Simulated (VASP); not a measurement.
# Na2Hg (Fm-3m) in VASP: notebook

The runs below take Na2Hg through single point, relaxation of cell and atoms, with PBE.

All numbers are computed with VASP 6.6.1; they aren't measurements. Logs are shortened: lines on timing, memory, paths and dates and some standing lists are left out, and cuts for length are marked.

## Step 1: The cell of the first run

It takes space group Fm-3m (No. 225, cubic). Conventional cell: a = 7.391 Å, b = 7.391 Å, c = 7.391 Å, α = 90.00°, β = 90.00°, γ = 90.00°. Within 4.2 Å of Na (site symmetry -43m) lie 4 Hg at 3.20 Å and 6 Na at 3.70 Å. Hg (site symmetry m-3m) has 8 Na at 3.20 Å within 4.2 Å.

## Step 2: Single point, PBE

File INCAR:

```
  PREC = Accurate
  ENCUT = 520
  EDIFF = 1E-6
  ISMEAR = 0
  SIGMA = 0.1
  LREAL = F
  LASPH = T
  NELM = 80
  ALGO = Normal
  ISIF = 2
  LWAVE = F
  LCHARG = T
  GGA = PE
  LELF = T
  LVHAR = T
  NBANDS = 20
```

File KPOINTS:

```
regular mesh
0
Gamma
  6 6 6
```

File POSCAR:

```
Na2Hg
1.0
    0.0000000000      3.6953228203      3.6953228203
    3.6953228203      0.0000000000      3.6953228203
    3.6953228203      3.6953228203      0.0000000000
Na Hg
2 1
Direct
    0.2500000000      0.2500000000      0.2500000000
    0.7500000000      0.7500000000      0.7500000000
    0.0000000000      0.0000000000      0.0000000000
```

Potentials or basis: VASP PAW PBE potentials, release 64 (Na_pv, Hg).

On the command line:

```
$ cat potpaw_PBE.64/Na_pv/POTCAR potpaw_PBE.64/Hg/POTCAR > POTCAR
$ mpirun -np 1 vasp_std > vasp.out
```

OUTCAR:

```text
PREC = Accurate
   ENCUT = 520
   EDIFF = 1E-6
   ISMEAR = 0
   LREAL = F
   LASPH = T
   NELM = 80
   ISIF = 2
   GGA = PE

 ion  position               nearest neighbor table
   1  0.250  0.250  0.250-   3 3.20   3 3.20   3 3.20   3 3.20
   2  0.750  0.750  0.750-   3 3.20   3 3.20   3 3.20   3 3.20
   3  0.000  0.000  0.000-   1 3.20   2 3.20   2 3.20   2 3.20   2 3.20   1 3.20   1 3.20   1 3.20

  LATTYP: Found a face centered cubic cell.
 ALAT       =     7.3906456406

  Lattice vectors:

 A1 = (   0.0000000000,   3.6953228203,   3.6953228203)
 A2 = (   3.6953228203,   0.0000000000,   3.6953228203)
 A3 = (   3.6953228203,   3.6953228203,   0.0000000000)

Analysis of symmetry for initial positions (statically):
=====================================================================
 Subroutine PRICEL returns:
 Original cell was already a primitive cell.

 Routine SETGRP: Setting up the symmetry group for a
 face centered cubic supercell.

 Subroutine GETGRP returns: Found 48 space group operations
 (whereof 48 operations were pure point group operations)
 out of a pool of 48 trial point group operations.

The static configuration has the point symmetry O_h .

Analysis of symmetry for dynamics (positions and initial velocities):
=====================================================================
 Subroutine PRICEL returns:
 Original cell was already a primitive cell.

 Routine SETGRP: Setting up the symmetry group for a
 face centered cubic supercell.

 Subroutine GETGRP returns: Found 48 space group operations
 (whereof 48 operations were pure point group operations)
 out of a pool of 48 trial point group operations.

The dynamic configuration has the point symmetry O_h .

 Subroutine INISYM returns: Found 48 space group operations
 (whereof 48 operations are pure point group operations),
 and found     1 'primitive' translations

----------------------------------------------------------------------------------------

                                     Primitive cell

  volume of cell :     100.9223

  direct lattice vectors                    reciprocal lattice vectors
     0.000000000  3.695322820  3.695322820    -0.135306176  0.135306176  0.135306176
     3.695322820  0.000000000  3.695322820     0.135306176 -0.135306176  0.135306176
     3.695322820  3.695322820  0.000000000     0.135306176  0.135306176 -0.135306176

  length of vectors
     5.225975650  5.225975650  5.225975650     0.234357171  0.234357171  0.234357171

  position of ions in fractional coordinates (direct lattice)
     0.250000000  0.250000000  0.250000000
     0.750000000  0.750000000  0.750000000
     0.000000000  0.000000000  0.000000000

  ion indices of the primitive-cell ions
   primitive index   ion index
                 1           1
                 2           2
                 3           3

----------------------------------------------------------------------------------------

 KPOINTS: regular mesh

Automatic generation of k-mesh.
 Grid dimensions read from file:
 generate k-points for:    6    6    6

 Generating k-lattice:

  Cartesian coordinates                     Fractional coordinates (reciprocal lattice)
    -0.022551029  0.022551029  0.022551029     0.166666667  0.000000000  0.000000000
     0.022551029 -0.022551029  0.022551029     0.000000000  0.166666667  0.000000000
     0.022551029  0.022551029 -0.022551029     0.000000000  0.000000000  0.166666667

  Length of vectors
     0.039059529  0.039059529  0.039059529

  Shift w.r.t. Gamma in fractional coordinates (k-lattice)
     0.000000000  0.000000000  0.000000000

 Subroutine IBZKPT returns following result:
 ===========================================

 Found     16 irreducible k-points:

 Following reciprocal coordinates:
            Coordinates               Weight
  0.000000  0.000000  0.000000      1.000000
  0.166667  0.000000  0.000000      8.000000
  0.333333  0.000000  0.000000      8.000000
  0.500000  0.000000  0.000000      4.000000
  0.166667  0.166667  0.000000      6.000000
  0.333333  0.166667  0.000000     24.000000
[... 8 lines left out ...]
 -0.333333  0.333333  0.166667     24.000000
 -0.333333  0.500000  0.166667     12.000000
   k-points           NKPTS =     16   k-points in BZ     NKDIM =     16   number of bands    NBANDS=     20
   number of dos      NEDOS =    301   number of ions     NIONS =      3
   total plane-waves  NPLWV =  64000
   dimension x,y,z NGX =    40 NGY =   40 NGZ =   40
   dimension x,y,z NGXF=    80 NGYF=   80 NGZF=   80
   ions per type =               2   1
   NGX,Y,Z   is equivalent  to a cutoff of  12.72, 12.72, 12.72 a.u.
   NGXF,Y,Z  is equivalent  to a cutoff of  25.45, 25.45, 25.45 a.u.
 SYSTEM =  unknown system
   PREC   = accura    normal or accurate (medium, high low for compatibility)
   ISTART =      0    job   : 0-new  1-cont  2-samecut
   ICHARG =      2    charge: 1-file 2-atom 10-const
   ISPIN  =      1    spin polarized calculation?
[... 128 lines left out ...]
[... 12 lines left out ...]
     19       6.8293      0.00000
     20       7.8757      0.00000

 k-point     7 :       0.5000    0.1667    0.0000
  band No.  band energies     occupation
      1     -24.0609      2.00000
      2     -24.0597      2.00000
      3     -24.0593      2.00000
      4     -24.0489      2.00000
      5     -24.0487      2.00000
      6     -24.0477      2.00000
[... 12 lines left out ...]
     19       7.0545      0.00000
     20       7.7275      0.00000

 k-point     8 :      -0.3333    0.1667    0.0000
  band No.  band energies     occupation
      1     -24.0635      2.00000
      2     -24.0555      2.00000
      3     -24.0548      2.00000
      4     -24.0532      2.00000
      5     -24.0531      2.00000
      6     -24.0448      2.00000
[... 12 lines left out ...]
     19       7.5067      0.00000
     20       7.5649      0.00000

 k-point     9 :      -0.1667    0.1667    0.0000
  band No.  band energies     occupation
      1     -24.0637      2.00000
      2     -24.0578      2.00000
      3     -24.0578      2.00000
      4     -24.0506      2.00000
      5     -24.0500      2.00000
      6     -24.0443      2.00000
[... 12 lines left out ...]
     19       6.3121      0.00000
     20       6.3981      0.00000

 k-point    10 :       0.3333    0.3333    0.0000
  band No.  band energies     occupation
      1     -24.0642      2.00000
      2     -24.0641      2.00000
      3     -24.0622      2.00000
      4     -24.0467      2.00000
      5     -24.0439      2.00000
      6     -24.0439      2.00000
[... 12 lines left out ...]
     19       8.4138      0.00000
     20       8.6124      0.00000

 k-point    11 :       0.5000    0.3333    0.0000
  band No.  band energies     occupation
      1     -24.0660      2.00000
      2     -24.0634      2.00000
      3     -24.0632      2.00000
      4     -24.0449      2.00000
      5     -24.0448      2.00000
      6     -24.0431      2.00000
[... 12 lines left out ...]
     19       7.8963      0.00000
     20       9.2280      0.00000

 k-point    12 :      -0.3333    0.3333    0.0000
  band No.  band energies     occupation
      1     -24.0664      2.00000
      2     -24.0604      2.00000
      3     -24.0598      2.00000
      4     -24.0483      2.00000
      5     -24.0482      2.00000
      6     -24.0424      2.00000
[... 12 lines left out ...]
     19       7.3124      0.00000
     20       7.6687      0.00000

 k-point    13 :       0.5000    0.5000    0.0000
  band No.  band energies     occupation
      1     -24.0679      2.00000
      2     -24.0647      2.00000
      3     -24.0647      2.00000
      4     -24.0434      2.00000
      5     -24.0434      2.00000
      6     -24.0414      2.00000
[... 12 lines left out ...]
     19       9.2854      0.00000
     20       9.3425      0.00000

 k-point    14 :       0.5000    0.3333    0.1667
  band No.  band energies     occupation
      1     -24.0649      2.00000
      2     -24.0615      2.00000
      3     -24.0588      2.00000
      4     -24.0493      2.00000
      5     -24.0472      2.00000
      6     -24.0434      2.00000
[... 12 lines left out ...]
     19       8.0211      0.00000
     20       8.4365      0.00000

 k-point    15 :      -0.3333    0.3333    0.1667
  band No.  band energies     occupation
      1     -24.0650      2.00000
      2     -24.0643      2.00000
      3     -24.0541      2.00000
      4     -24.0541      2.00000
      5     -24.0441      2.00000
      6     -24.0438      2.00000
[... 12 lines left out ...]
     19       7.1249      0.00000
     20       8.1936      0.00000

 k-point    16 :      -0.3333    0.5000    0.1667
  band No.  band energies     occupation
      1     -24.0672      2.00000
      2     -24.0654      2.00000
      3     -24.0594      2.00000
      4     -24.0488      2.00000
      5     -24.0430      2.00000
      6     -24.0419      2.00000
[... 12 lines left out ...]
     19       7.7200      0.00000
     20       9.5860      0.00000

------------------------ aborting loop because EDIFF is reached ----------------------------------------

  FORCE on cell =-STRESS in cart. coord.  units (eV):
  Direction    XX          YY          ZZ          XY          YZ          ZX
  --------------------------------------------------------------------------------------
  -------------------------------------------------------------------------------------
  Total       -0.0053358     -0.0053358     -0.0053358      0.0000000     -0.0000000     -0.0000000
  in kB       -0.0847070     -0.0847070     -0.0847070      0.0000000     -0.0000000     -0.0000000
  external PRESSURE =      -0.0847070 kB  Pullay stress =       0.0000000 kB

 VOLUME and BASIS-vectors are now :
 -----------------------------------------------------------------------------
  energy-cutoff  :      520.00
  volume of cell :      100.92
      direct lattice vectors                 reciprocal lattice vectors
     0.000000000  3.695322820  3.695322820    -0.135306176  0.135306176  0.135306176
     3.695322820  0.000000000  3.695322820     0.135306176 -0.135306176  0.135306176
     3.695322820  3.695322820  0.000000000     0.135306176  0.135306176 -0.135306176

 POSITION                                       TOTAL-FORCE (eV/Angst)
 -----------------------------------------------------------------------------------
      1.84766      1.84766      1.84766         0.000000      0.000000      0.000000
      5.54298      5.54298      5.54298        -0.000000      0.000000     -0.000000
      0.00000      0.00000      0.00000        -0.000000     -0.000000      0.000000
 -----------------------------------------------------------------------------------
    total drift:                               -0.000000     -0.000000      0.000000

  FREE ENERGIE OF THE ION-ELECTRON SYSTEM (eV)
  ---------------------------------------------------
  free  energy   TOTEN  =        -3.1896054274 eV

  energy  without entropy=       -3.1796542735  energy(sigma->0) =       -3.18462985
```

It took 54 s on 1 thread of Oxide Virtual Turin-like, shared host; peak memory 0.21 GiB.

What came out:

```
Free energy            : -3.1896 eV
Pressure               : 0.0 GPa
Band gap on the k mesh : zero (bands 13 and 14 overlap by 3.13 eV)
```

Levels at points of the mesh, in eV from the Fermi level:
| k point | band 10 | band 11 | band 12 | band 13 | band 14 | band 15 | band 16 | band 17 |
| --- | --- | --- | --- | --- | --- | --- | --- | --- |
| (0.00, 0.00, 0.00) | -7.18 | -7.18 | -5.73 | 2.66 | 2.66 | 2.66 | 2.82 | 5.18 |
| (0.50, 0.00, 0.00) | -7.17 | -7.17 | -4.77 | -1.53 | 2.07 | 2.07 | 3.47 | 4.70 |
| (0.50, 0.50, 0.00) | -7.21 | -7.16 | -4.45 | -1.15 | 0.90 | 0.90 | 2.04 | 3.40 |

Caveat: spin-orbit coupling is left out, which moves the levels of the heavy elements.

## Step 3: Relaxation of cell and atoms, PBE

This run uses another cell than the first one, of 21.70 Å³/atom.

File INCAR:

```
SYSTEM = Na2Hg
  ALGO = Normal
  EDIFF = 1E-6
  EDIFFG = -0.04
  ENCUT = 600
  GGA = PE
  IBRION = 2
  ISIF = 3
  ISMEAR = 0
  LASPH = .True.
  LCHARG = .False.
  LREAL = .False.
  LWAVE = .False.
  NELM = 60
  NSW = 90
  PREC = Accurate
  SIGMA = 0.1
```

File KPOINTS:

```
k-points
0
Gamma
  6 6 6
  0 0 0
```

File POSCAR:

```
Na2Hg
1.0
    0.0000000000      3.1928580552      3.1928580552
    3.1928580552      0.0000000000      3.1928580552
    3.1928580552      3.1928580552      0.0000000000
Na Hg
2 1
Direct
    0.2500000000      0.2500000000      0.2500000000
    0.7500000000      0.7500000000      0.7500000000
    0.0000000000      0.0000000000      0.0000000000
```

Potentials or basis: VASP PAW PBE potentials, release 64 (Na_pv, Hg).

On the command line:

```
$ cat potpaw_PBE.64/Na_pv/POTCAR potpaw_PBE.64/Hg/POTCAR > POTCAR
$ mpirun -np 1 vasp_std > vasp.out
```

It took 2.3 min on 1 thread of Oxide Virtual Turin-like, shared host; peak memory 0.19 GiB.

The run converged. Its results:

| Property | Result |
| --- | --- |
| Free energy | -3.1793 eV |
| Relaxed volume | 33.85 Å³/atom |
| Relaxed cell | a = 5.237 Å, b = 5.237 Å, c = 5.237 Å, α = 60.00°, β = 60.00°, γ = 60.00° |
| Space group after relaxing (to 0.1 Å) | Fm-3m (No. 225) |
| Energy gained by relaxing | 353.3 meV/atom |
| Ionic steps | 5 |
| Pressure after relaxing | -0.1 GPa |
| Band gap on the k mesh | zero (bands 13 and 14 overlap by 3.12 eV) |

The path:
```
step  energy change (eV)  largest force (eV/Å)  pressure (GPa)  volume (Å³)
   1              0.0000                0.0000           14.32        65.10
   2             -0.9382                0.0000            3.06        85.13
   3             -1.0419                0.0000            0.98        93.90
   4             -1.0091                0.0000           -1.16       113.20
   5             -1.0600                0.0000           -0.14       101.54
```

Final structure:
```
CELL_PARAMETERS angstrom
0.00000 3.70283 3.70283
3.70283 0.00000 3.70283
3.70283 3.70283 0.00000
ATOMIC_POSITIONS crystal
Na 0.25000 0.25000 0.25000
Na 0.75000 0.75000 0.75000
Hg 0.00000 0.00000 0.00000
```

Levels at points of the mesh, in eV from the Fermi level:
```tsv
k point	band 9	band 10	band 11	band 12	band 13	band 14	band 15	band 16	band 17
(0.00, 0.00, 0.00)	-7.25	-7.17	-7.17	-5.71	2.65	2.65	2.65	2.79	5.15
(0.50, 0.00, 0.00)	-7.23	-7.16	-7.16	-4.76	-1.52	2.07	2.07	3.44	4.69
(0.50, 0.50, 0.00)	-7.20	-7.20	-7.15	-4.44	-1.14	0.90	0.90	2.04	3.38
```

Caveat: the volume moved by over 15 % at a fixed basis, so the end points are rough; spin-orbit coupling is left out, which moves the levels of the heavy elements.

## Step 4: Single point, PBE

File INCAR:

```
PREC     = Accurate       # precision mode
ENCUT    = 520            # plane-wave cutoff, eV
EDIFF    = 1E-6           # SCF threshold, eV
ISMEAR   = 0              # smearing method
SIGMA    = 0.1            # smearing width, eV
LREAL    = F              # projectors in reciprocal space
LASPH    = T              # aspherical terms in the spheres
NELM     = 100            # most SCF steps
ALGO     = Fast           # electronic algorithm
ISIF     = 2              # what is computed and relaxed
LWAVE    = F              # write WAVECAR
LCHARG   = F              # write CHGCAR
GGA      = PE             # functional
NBANDS   = 20             # bands
```

File KPOINTS:

```
regular mesh
0
Gamma
  12 12 12
```

File POSCAR:

```
Na2Hg
1.0
    0.0000000000      3.6953228203      3.6953228203
    3.6953228203      0.0000000000      3.6953228203
    3.6953228203      3.6953228203      0.0000000000
Na Hg
2 1
Direct
    0.2500000000      0.2500000000      0.2500000000
    0.7500000000      0.7500000000      0.7500000000
    0.0000000000      0.0000000000      0.0000000000
```

On the command line:

```
$ cat potpaw_PBE.64/Na_pv/POTCAR potpaw_PBE.64/Hg/POTCAR > POTCAR
$ mpirun -np 1 vasp_std > vasp.out
```

It took 3.5 min on 1 thread of Oxide Virtual Turin-like, shared host; peak memory 0.28 GiB.

It converged, with:

```yaml
Free_energy: -3.1950 eV
Pressure: -0.1 GPa
Band_gap_on_the_k_mesh: zero (bands 13 and 14 overlap by 3.13 eV)
```

Levels at points of the mesh, in eV from the Fermi level:
| k point | band 9 | band 10 | band 11 | band 12 | band 13 | band 14 | band 15 | band 16 | band 17 | band 18 |
| --- | --- | --- | --- | --- | --- | --- | --- | --- | --- | --- |
| (0.00, 0.00, 0.00) | -7.21 | -7.14 | -7.14 | -5.68 | 2.71 | 2.71 | 2.71 | 2.87 | 5.23 | 5.23 |
| (0.50, 0.00, 0.00) | -7.20 | -7.13 | -7.13 | -4.72 | -1.47 | 2.12 | 2.12 | 3.52 | 4.76 | 4.76 |
| (0.50, 0.50, 0.00) | -7.16 | -7.16 | -7.11 | -4.40 | -1.10 | 0.95 | 0.95 | 2.09 | 3.45 | 8.64 |

Caveat: spin-orbit coupling is left out, which moves the levels of the heavy elements.

## Step 5: Relaxation of cell and atoms, PBE

File INCAR:

```
PREC     = Accurate       # precision mode
ENCUT    = 600            # plane-wave cutoff, eV
EDIFF    = 1E-6           # SCF threshold, eV
ISMEAR   = 0              # smearing method
SIGMA    = 0.1            # smearing width, eV
LREAL    = False          # projectors in reciprocal space
LASPH    = True           # aspherical terms in the spheres
NELM     = 80             # most SCF steps
ALGO     = Fast           # electronic algorithm
ISIF     = 3              # what is computed and relaxed
LWAVE    = False          # write WAVECAR
LCHARG   = False          # write CHGCAR
GGA      = PE             # functional
IBRION   = 2              # ionic algorithm
NSW      = 100            # ionic steps
EDIFFG   = -0.01          # ionic threshold
```

KPOINTS is that of step 4.

POSCAR is that of step 4.

On the command line:

```
$ cat potpaw_PBE.64/Na_pv/POTCAR potpaw_PBE.64/Hg/POTCAR > POTCAR
$ mpirun -np 1 vasp_std > vasp.out
```

Run time: 5.8 min. Hardware: 1 thread of Oxide Virtual Turin-like, shared host; peak memory 0.32 GiB.

It converged, with:

| Property | Result |
| --- | --- |
| Free energy | -3.1950 eV |
| Relaxed volume | 33.56 Å³/atom |
| Relaxed cell | a = 5.222 Å, b = 5.222 Å, c = 5.222 Å, α = 60.00°, β = 60.00°, γ = 60.00° |
| Space group after relaxing (to 0.1 Å) | Fm-3m (No. 225) |
| Energy gained by relaxing | 0.0 meV/atom |
| Ionic steps | 2 |
| Pressure after relaxing | 0.0 GPa |
| Band gap on the k mesh | zero (bands 13 and 14 overlap by 3.14 eV) |

Final structure:
```
Na Hg
1.0
     0.00000    3.69225    3.69225
     3.69225    0.00000    3.69225
     3.69225    3.69225    0.00000
Na Hg
2 1
Cartesian
  1.8461 1.8461 1.8461
  5.5384 5.5384 5.5384
  3.6922 7.3845 3.6922
```

Levels at points of the mesh, in eV from the Fermi level:
| k point | band 11 | band 12 | band 13 | band 14 | band 15 | band 16 |
| --- | --- | --- | --- | --- | --- | --- |
| (0.00, 0.00, 0.00) | -7.14 | -5.69 | 2.71 | 2.71 | 2.71 | 2.88 |
| (0.50, 0.00, 0.00) | -7.14 | -4.73 | -1.48 | 2.13 | 2.13 | 3.53 |
| (0.50, 0.50, 0.00) | -7.12 | -4.40 | -1.10 | 0.95 | 0.95 | 2.10 |

Caveat: spin-orbit coupling is left out, which moves the levels of the heavy elements.

## Step 6: Overview

```tsv
task	cell	k mesh	cutoff (eV)	gap on the mesh (eV)	pressure (GPa)	relaxed volume (Å³/atom)
single point	a = 5.226 Å, angles 60.0°, 3 atoms	6 × 6 × 6	520	none	0.0	-
relaxation of cell and atoms	relaxed from a = 4.515 Å, angles 60.0°, 3 atoms	6 × 6 × 6	600	none	-0.1	33.85
single point	a = 5.226 Å, angles 60.0°, 3 atoms	12 × 12 × 12	520	none	-0.1	-
relaxation of cell and atoms	relaxed from a = 5.226 Å, angles 60.0°, 3 atoms	12 × 12 × 12	600	none	0.0	33.56
```

Alike in all rows: level PBE; potentials or basis VASP PAW PBE potentials, release 64 (Na_pv, Hg); no spin polarisation; smearing gaussian 0.1 eV.

Caveats: spin-orbit coupling is left out, which moves the levels of the heavy elements; the volume moved by over 15 % at a fixed basis, so the end points are rough (at least some runs).

Total energies depend on the potentials used, so only differences within one code and one set of settings carry meaning.
